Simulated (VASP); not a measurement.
# CoGe3 (Pm-3m) in VASP: notebook

CoGe3 is run at these levels: PBEsol, r2SCAN; tasks: single point, relaxation of cell and atoms.

Program: VASP 6.6.1. These are calculated values, not measurements. Logs are shortened: lines on timing, memory, paths and dates and some standing lists are left out, and cuts for length are marked.

### 1 The cell of the first run

Symmetry: Pm-3m, No. 221, cubic system. The conventional cell has a = 3.931 Å, b = 3.931 Å, c = 3.931 Å, α = 90.00°, β = 90.00°, γ = 90.00°. Ge (site symmetry 4/mmm) has 8 Ge at 2.78 Å and 4 Co at 2.78 Å within 3.7 Å. Within 3.7 Å of Co (site symmetry m-3m) lie 12 Ge at 2.78 Å.

### 2 Single point, PBEsol

INCAR

```
SYSTEM = CoGe3
PREC = Accurate
ENCUT = 520
EDIFF = 1E-7
ISMEAR = 0
SIGMA = 0.1
LREAL = .FALSE.
LASPH = .TRUE.
NELM = 100
ALGO = Normal
ISIF = 2
LWAVE = .FALSE.
LCHARG = .FALSE.
GGA = PS
NBANDS = 34
```

KPOINTS

```
regular mesh
0
G
  6 6 6
  0 0 0
```

POSCAR

```
CoGe3
1.0
    3.9309067800      0.0000000000      0.0000000000
    0.0000000000      3.9309067800      0.0000000000
    0.0000000000      0.0000000000      3.9309067800
Ge Co
3 1
Direct
    0.0000000000      0.5000000000      0.5000000000
    0.5000000000      0.0000000000      0.5000000000
    0.5000000000      0.5000000000      0.0000000000
    0.0000000000      0.0000000000      0.0000000000
```

Potentials or basis: VASP PAW PBE potentials, release 64 (Ge_d, Co).

On the command line:

```console
$ cat potpaw_PBE.64/Ge_d/POTCAR potpaw_PBE.64/Co/POTCAR > POTCAR
$ mpirun -np 1 vasp_std > vasp.out
```

OUTCAR:

```text
SYSTEM = CoGe3
   PREC = Accurate
   ENCUT = 520
   EDIFF = 1E-7
   ISMEAR = 0
   LREAL = .FALSE.
   LASPH = .TRUE.
   NELM = 100
   ISIF = 2
   GGA = PS

 ion  position               nearest neighbor table
   1  0.000  0.500  0.500-   2 2.78   3 2.78   4 2.78   3 2.78   4 2.78   2 2.78   4 2.78   4 2.78
                             2 2.78   3 2.78   3 2.78   2 2.78
   2  0.500  0.000  0.500-   1 2.78   3 2.78   4 2.78   3 2.78   4 2.78   1 2.78   3 2.78   3 2.78
                             1 2.78   4 2.78   4 2.78   1 2.78
   3  0.500  0.500  0.000-   1 2.78   2 2.78   4 2.78   1 2.78   2 2.78   2 2.78   4 2.78   2 2.78
                             1 2.78   4 2.78   1 2.78   4 2.78
   4  0.000  0.000  0.000-   1 2.78   2 2.78   3 2.78   1 2.78   2 2.78   1 2.78   3 2.78   1 2.78
                             2 2.78   3 2.78   2 2.78   3 2.78

  LATTYP: Found a simple cubic cell.
 ALAT       =     3.9309067800

  Lattice vectors:

 A1 = (   3.9309067800,   0.0000000000,   0.0000000000)
 A2 = (   0.0000000000,   3.9309067800,   0.0000000000)
 A3 = (   0.0000000000,   0.0000000000,   3.9309067800)

Analysis of symmetry for initial positions (statically):
=====================================================================
 Subroutine PRICEL returns:
 Original cell was already a primitive cell.

 Routine SETGRP: Setting up the symmetry group for a
 simple cubic supercell.

 Subroutine GETGRP returns: Found 48 space group operations
 (whereof 48 operations were pure point group operations)
 out of a pool of 48 trial point group operations.

The static configuration has the point symmetry O_h .

Analysis of symmetry for dynamics (positions and initial velocities):
=====================================================================
 Subroutine PRICEL returns:
 Original cell was already a primitive cell.

 Routine SETGRP: Setting up the symmetry group for a
 simple cubic supercell.

 Subroutine GETGRP returns: Found 48 space group operations
 (whereof 48 operations were pure point group operations)
 out of a pool of 48 trial point group operations.

The dynamic configuration has the point symmetry O_h .

 Subroutine INISYM returns: Found 48 space group operations
 (whereof 48 operations are pure point group operations),
 and found     1 'primitive' translations

----------------------------------------------------------------------------------------

                                     Primitive cell

  volume of cell :      60.7405

  direct lattice vectors                    reciprocal lattice vectors
     3.930906780  0.000000000  0.000000000     0.254394229  0.000000000  0.000000000
     0.000000000  3.930906780  0.000000000     0.000000000  0.254394229  0.000000000
     0.000000000  0.000000000  3.930906780     0.000000000  0.000000000  0.254394229

  length of vectors
     3.930906780  3.930906780  3.930906780     0.254394229  0.254394229  0.254394229

  position of ions in fractional coordinates (direct lattice)
     0.000000000  0.500000000  0.500000000
     0.500000000  0.000000000  0.500000000
     0.500000000  0.500000000  0.000000000
     0.000000000  0.000000000  0.000000000

  ion indices of the primitive-cell ions
   primitive index   ion index
                 1           1
                 2           2
                 3           3
                 4           4

----------------------------------------------------------------------------------------

 KPOINTS: regular mesh

Automatic generation of k-mesh.
 Grid dimensions read from file:
 generate k-points for:    6    6    6

 Generating k-lattice:

  Cartesian coordinates                     Fractional coordinates (reciprocal lattice)
     0.042399038  0.000000000  0.000000000     0.166666667  0.000000000  0.000000000
     0.000000000  0.042399038  0.000000000     0.000000000  0.166666667  0.000000000
     0.000000000  0.000000000  0.042399038     0.000000000  0.000000000  0.166666667

  Length of vectors
     0.042399038  0.042399038  0.042399038

  Shift w.r.t. Gamma in fractional coordinates (k-lattice)
     0.000000000  0.000000000  0.000000000

 Subroutine IBZKPT returns following result:
 ===========================================

 Found     20 irreducible k-points:

 Following reciprocal coordinates:
            Coordinates               Weight
  0.000000  0.000000  0.000000      1.000000
  0.166667  0.000000  0.000000      6.000000
  0.333333  0.000000  0.000000      6.000000
  0.500000  0.000000  0.000000      3.000000
  0.166667  0.166667  0.000000     12.000000
  0.333333  0.166667  0.000000     24.000000
[... 12 lines left out ...]
  0.500000  0.500000  0.333333      6.000000
  0.500000  0.500000  0.500000      1.000000
   k-points           NKPTS =     20   k-points in BZ     NKDIM =     20   number of bands    NBANDS=     34
   number of dos      NEDOS =    301   number of ions     NIONS =      4
   total plane-waves  NPLWV =  27000
   dimension x,y,z NGX =    30 NGY =   30 NGZ =   30
   dimension x,y,z NGXF=    60 NGYF=   60 NGZF=   60
   ions per type =               3   1
   NGX,Y,Z   is equivalent  to a cutoff of  12.69, 12.69, 12.69 a.u.
   NGXF,Y,Z  is equivalent  to a cutoff of  25.38, 25.38, 25.38 a.u.
 SYSTEM =  CoGe3
   PREC   = accura    normal or accurate (medium, high low for compatibility)
   ISTART =      0    job   : 0-new  1-cont  2-samecut
   ICHARG =      2    charge: 1-file 2-atom 10-const
   ISPIN  =      1    spin polarized calculation?
   LNONCOLLINEAR =      F non collinear calculations
   LSORBIT =      F    spin-orbit coupling
   LASPH  =      T    aspherical Exc in radial PAW
   ENCUT  =  520.0 eV  38.22 Ry    6.18 a.u.   7.31  7.31  7.31*2*pi/ulx,y,z
   NELM   =    100;   NELMIN=  2; NELMDL= -5     # of ELM steps
   EDIFF  = 0.1E-06   stopping-criterion for ELM
   LREAL  =      F    real-space projection
   EDIFFG = 0.1E-05   stopping-criterion for IOM
   NSW    =      0    number of steps for IOM
   IBRION =     -1    ionic relax: 0-MD 1-quasi-New 2-CG
   NFREE  =      0    steps in history (QN), initial steepest desc. (CG)
   ISIF   =      2    stress and relaxation
   ISYM   =      2    0-nonsym 1-usesym 2-fastsym
   POTIM  = 0.5000    time-step for ionic-motion
   TEBEG  =    0.0;   TEEND  =   0.0 temperature during run
   PSTRESS=    0.0 pullay stress
   NELECT =      51.0000    total number of electrons
   NUPDOWN=      -1.0000    fix difference up-down
   EMIN   =  10.00;   EMAX   =-10.00  energy-range for DOS
   EFERMI =   0.00;   METHOD = LEGACY
   ISMEAR =     0;   SIGMA  =   0.10  broadening in eV -4-tet -1-fermi 0-gaus
   EFERMI_NEDOS =   21; number of points for ismear=-14 and -15
   IALGO  =     38    algorithm
   IMIX   =      4    mixing-type and parameters
     AMIX     =   0.40;   BMIX     =  1.00
     AMIX_MAG =   1.60;   BMIX_MAG =  1.00
  volume/ion in A,a.u.               =      15.19       102.47
  Fermi-wavevector in a.u.,A,eV,Ry     =   1.544444  2.918576 32.454073  2.385307
  Thomas-Fermi vector in A             =   2.649964
   LORBIT       =      0    0 simple, 1 ext, 2 COOP (PROOUT), +10 PAW based schemes
   GGA     = PS    functional components
   LHFCALC =     F    Hartree Fock is set to
   AEXX    =    0.0000 exact exchange contribution
   IVDW    =     0    specifies the selected vdW correction
   LEPSILON=     F    determine dielectric tensor
   LRPA    =     F    only Hartree local field effects (RPA)
 non-spin polarized calculation
 Gauss-broadening in eV      SIGMA  =   0.10
  energy-cutoff  :      520.00
  volume of cell :       60.74
 maximum number of plane-waves:      1659
 NGX is ok and might be reduce to    30
   NGX = 15   NGY = 15   NGZ = 15

 number of electron      51.0000072 magnetization

 Free energy of the ion-electron system (eV)
  ---------------------------------------------------
  ext. energy  EPLUGINS =         0.00000000
  ---------------------------------------------------
  free energy    TOTEN  =       -21.07337592 eV

  energy without entropy =      -21.05963121  energy(sigma->0) =      -21.06650356

 E-fermi :   8.4752     XC(G=0): -12.3530

 val. band max:        8.4613776409   @ k =   0.3333   0.3333   0.0000
 cond. band min:       8.5051452204   @ k =   0.5000   0.3333   0.1667
 fundamental gap:      0.0437675794
 Fermi energy:         8.4752250588

 k-point     1 :       0.0000    0.0000    0.0000
  band No.  band energies     occupation
      1     -16.3590      2.00000
      2     -16.3578      2.00000
      3     -16.3578      2.00000
      4     -16.3578      2.00000
      5     -16.2358      2.00000
      6     -16.2358      2.00000
[... 26 lines left out ...]
     33      14.4923      0.00000
     34      17.5162      0.00000

 k-point     2 :       0.1667    0.0000    0.0000
  band No.  band energies     occupation
      1     -16.3555      2.00000
      2     -16.3467      2.00000
      3     -16.3409      2.00000
      4     -16.3409      2.00000
      5     -16.2340      2.00000
      6     -16.2255      2.00000
[... 26 lines left out ...]
     33      13.9040      0.00000
     34      17.6242      0.00000

 k-point     3 :       0.3333    0.0000    0.0000
  band No.  band energies     occupation
      1     -16.3507      2.00000
      2     -16.3165      2.00000
      3     -16.2941      2.00000
      4     -16.2941      2.00000
      5     -16.2302      2.00000
      6     -16.1998      2.00000
[... 26 lines left out ...]
     33      14.4252      0.00000
     34      17.9001      0.00000

 k-point     4 :       0.5000    0.0000    0.0000
  band No.  band energies     occupation
      1     -16.3482      2.00000
      2     -16.2947      2.00000
      3     -16.2353      2.00000
      4     -16.2353      2.00000
      5     -16.2247      2.00000
      6     -16.2226      2.00000
[... 26 lines left out ...]
     33      16.9963      0.00000
     34      17.4349      0.00000

 k-point     5 :       0.1667    0.1667    0.0000
  band No.  band energies     occupation
      1     -16.3436      2.00000
      2     -16.3399      2.00000
      3     -16.3340      2.00000
      4     -16.3235      2.00000
      5     -16.2288      2.00000
      6     -16.2189      2.00000
[... 473 lines left out ...]
 k-point    18 :       0.5000    0.3333    0.3333
  band No.  band energies     occupation
      1     -16.3056      2.00000
      2     -16.2882      2.00000
      3     -16.2770      2.00000
      4     -16.2632      2.00000
      5     -16.2563      2.00000
      6     -16.2357      2.00000
[... 26 lines left out ...]
     33      16.5742      0.00000
     34      19.5247      0.00000

 k-point    19 :       0.5000    0.5000    0.3333
  band No.  band energies     occupation
      1     -16.2954      2.00000
      2     -16.2954      2.00000
      3     -16.2951      2.00000
      4     -16.2580      2.00000
      5     -16.2580      2.00000
      6     -16.2494      2.00000
[... 26 lines left out ...]
     33      17.6249      0.00000
     34      20.8767      0.00000

 k-point    20 :       0.5000    0.5000    0.5000
  band No.  band energies     occupation
      1     -16.3023      2.00000
      2     -16.3023      2.00000
      3     -16.3023      2.00000
      4     -16.2611      2.00000
      5     -16.2611      2.00000
      6     -16.2611      2.00000
[... 26 lines left out ...]
     33      17.6009      0.00000
     34      22.9290      0.00000

------------------------ aborting loop because EDIFF is reached ----------------------------------------

  FORCE on cell =-STRESS in cart. coord.  units (eV):
  Direction    XX          YY          ZZ          XY          YZ          ZX
  --------------------------------------------------------------------------------------
  -------------------------------------------------------------------------------------
  Total        0.1318965      0.1318965      0.1318965      0.0000000     -0.0000000      0.0000000
  in kB        3.4790907      3.4790907      3.4790907      0.0000000     -0.0000000      0.0000000
  external PRESSURE =       3.4790907 kB  Pullay stress =       0.0000000 kB

 VOLUME and BASIS-vectors are now :
 -----------------------------------------------------------------------------
  energy-cutoff  :      520.00
  volume of cell :       60.74
      direct lattice vectors                 reciprocal lattice vectors
     3.930906780  0.000000000  0.000000000     0.254394229  0.000000000  0.000000000
     0.000000000  3.930906780  0.000000000     0.000000000  0.254394229  0.000000000
     0.000000000  0.000000000  3.930906780     0.000000000  0.000000000  0.254394229

 POSITION                                       TOTAL-FORCE (eV/Angst)
 -----------------------------------------------------------------------------------
      0.00000      1.96545      1.96545         0.000000      0.000000      0.000000
      1.96545      0.00000      1.96545         0.000000      0.000000      0.000000
      1.96545      1.96545      0.00000         0.000000      0.000000      0.000000
      0.00000      0.00000      0.00000         0.000000      0.000000      0.000000
 -----------------------------------------------------------------------------------
    total drift:                                0.000000      0.000000     -0.000000

  FREE ENERGIE OF THE ION-ELECTRON SYSTEM (eV)
  ---------------------------------------------------
  free  energy   TOTEN  =       -21.0733759165 eV

  energy  without entropy=      -21.0596312064  energy(sigma->0) =      -21.06650356
```

Wall time 42 s (1 thread of Intel Xeon Platinum 8488C (Sapphire Rapids), shared host); peak memory 0.18 GiB.

Results:

```
Free energy : -21.0734 eV
Pressure    : 0.3 GPa
```

Caveat: the PAW data sets were made with another functional, which shifts forces and pressure a little. Spin polarisation is off, so any magnetic state and its effect on volume and gap are missing.

(Continued in part 2 of 3.)
